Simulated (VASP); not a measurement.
Set up this calculation in VASP 6.6.1, as the native input.

```yaml
Task: electric field gradients
Functional: PBEsol
Potentials_or_basis: VASP PAW PBE potentials, release 64 (Na_pv, Cl)
Cutoff: 520 eV
k_mesh: 9 × 9 × 9
Occupations: fermi-dirac, width 0.03 eV
Spin: no spin polarisation
Dipole_correction: no
Further_INCAR_settings: ALGO = Normal; EDIFF = 1e-08; NBANDS = 14
```

The structure of NaCl lies in POSCAR:

```
NaCl
1.0
    2.8976358949      0.0000000000      0.0000000000
    0.0000000000      2.8976358949      0.0000000000
    0.0000000000      0.0000000000      2.8976358949
Na Cl
1 1
Direct
    0.0000000000      0.0000000000      0.0000000000
    0.5000000000      0.5000000000      0.5000000000
```

This cell differs from its parent crystal: volume scaled by 1.04.

The input as run:

INCAR

```
SYSTEM = NaCl
  PREC = Accurate
  ENCUT = 520
  EDIFF = 1E-8
  ISMEAR = -1
  SIGMA = 0.03
  LREAL = .False.
  LASPH = .True.
  NELM = 60
  ALGO = Normal
  ISIF = 2
  LWAVE = .False.
  LCHARG = .False.
  GGA = PS
  LEFG = .True.
  NBANDS = 14
```

KPOINTS

```
Automatic mesh
0
Gamma
  9 9 9
  0 0 0
```

Potentials or basis: VASP PAW PBE potentials, release 64 (Na_pv, Cl).

The run is started by

```bash
$ cat potpaw_PBE.64/Na_pv/POTCAR potpaw_PBE.64/Cl/POTCAR > POTCAR
$ mpirun -np 1 vasp_std > vasp.out
```

Results of the run:

- Pressure: 51.0 GPa
- Band gap on the k mesh: 4.70 eV, direct

Caveat: without QUAD_EFG the Cq values of the log hold for a quadrupole moment of 1 mb, not for the nuclei; the PAW data sets were made with another functional, which shifts forces and pressure a little.

It took 14 s on 1 thread of Intel Xeon 8259CL, with other jobs on the host, peak memory 0.14 GiB.
